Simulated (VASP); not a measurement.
A run of VASP 6.6.1 is set up as follows.

Contents of INCAR:

```
SYSTEM = TlZnBr3
PREC     = Accurate       ! precision mode
ENCUT    = 520            ! plane-wave cutoff, eV
EDIFF    = 1E-6           ! SCF threshold, eV
ISMEAR   = -1             ! smearing method
SIGMA    = 0.02           ! smearing width, eV
LREAL    = .False.        ! projectors in reciprocal space
LASPH    = .True.         ! aspherical terms in the spheres
NELM     = 60             ! most SCF steps
ALGO     = Normal         ! electronic algorithm
ISIF     = 2              ! what is computed and relaxed
LWAVE    = .False.        ! write WAVECAR
LCHARG   = .False.        ! write CHGCAR
GGA      = PE             ! functional
NBANDS   = 31             ! bands
```

File KPOINTS:

```
Automatic mesh
0
Gamma
  6 6 6
  0 0 0
```

The input POSCAR:

```
TlZnBr3
1.0
    5.2004327463      0.0520043275      0.0000000000
    0.0520043275      5.2004327463      0.0000000000
    0.0000000000      0.0000000000      5.2004327463
Tl Zn Br
1 1 3
Direct
    0.0000000000      0.0000000000      0.0000000000
    0.5000000000      0.5000000000      0.5000000000
    0.5000000000      0.5000000000      0.0000000000
    0.5000000000      0.0000000000      0.5000000000
    0.0000000000      0.5000000000      0.5000000000
```

Potentials or basis: VASP PAW PBE potentials, release 64 (Tl_d, Zn, Br).

Run with:

```bash
$ cat potpaw_PBE.64/Tl_d/POTCAR potpaw_PBE.64/Zn/POTCAR potpaw_PBE.64/Br/POTCAR > POTCAR
$ mpirun -np 1 vasp_std > vasp.out
```

Task: What does it give for the band gap on the k mesh?

Result: 0.28 eV, indirect (least direct gap 0.94 eV).

Task: Estimate the pressure.

Result: 1.3 GPa.

Stress tensor (GPa, compression positive):
```
 1.34 -0.34  0.00
-0.34  1.34  0.00
 0.00  0.00  1.33
```

Caveat: the cell differs from its parent crystal (shear xy strain +2.0%); spin-orbit coupling is left out, which moves the levels of the heavy elements. A k mesh can miss the band edges.
